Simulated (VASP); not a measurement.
**Sb: single point with PBEsol**

Crystal: Sb.

```
Sb
1.0
     2.15060    1.24165    3.68784
    -2.15060    1.24165    3.68784
     0.00000   -2.48330    3.68784
Sb
2
Direct
  0.23364 0.23364 0.23364
  0.76636 0.76636 0.76636
```

This cell differs from its parent crystal: strain +0.000 along x and y, -0.015 along z.

| Property | Result |
| --- | --- |
| Program | VASP 6.6.1 |
| Task | single point |
| Functional | PBEsol |
| Potentials or basis | VASP PAW PBE potentials, release 64 (Sb_d_GW) |
| Cutoff | 500 eV |
| k mesh | 12 × 12 × 12 |
| Occupations | gaussian, width 0.15 eV |
| Spin | no spin polarisation |
| Dipole correction | no |
| Further INCAR settings | ALGO = Normal; EDIFF = 1e-06; NBANDS = 22 |

```yaml
Pressure: 1.1 GPa
Largest_force: 0.263 eV/Å
Band_gap_on_the_k_mesh: zero (bands 15 and 16 overlap by 0.29 eV)
```

Forces on the atoms (eV/Å):
```
Sb   0.000  0.000  0.263
Sb   0.000  0.000 -0.263
```

Levels at points of the mesh, in eV from the Fermi level:
| k point | band 12 | band 13 | band 14 | band 15 | band 16 | band 17 | band 18 | band 19 |
| --- | --- | --- | --- | --- | --- | --- | --- | --- |
| (0.00, 0.00, 0.00) | -4.65 | -1.94 | -1.84 | -1.84 | 2.16 | 2.80 | 2.80 | 5.09 |
| (0.50, 0.00, 0.00) | -9.72 | -1.92 | -1.71 | -0.25 | -0.19 | 0.30 | 0.49 | 7.78 |
| (0.50, 0.50, 0.00) | -7.97 | -5.54 | -3.76 | -3.76 | 1.47 | 5.14 | 5.65 | 7.22 |
| (0.50, 0.50, 0.50) | -9.03 | -1.34 | -1.34 | -0.53 | 0.07 | 0.07 | 1.09 | 7.16 |

It took 82 s on 1 thread of Intel(R) Xeon(R) 6975P-C (Granite Rapids), with other jobs on the host, peak memory 0.36 GiB.

Caveat: the cell differs from its parent crystal (strain +0.000 along x and y, -0.015 along z); the PAW data sets were made with another functional, which shifts forces and pressure a little; spin-orbit coupling is left out, which moves the levels of the heavy elements.
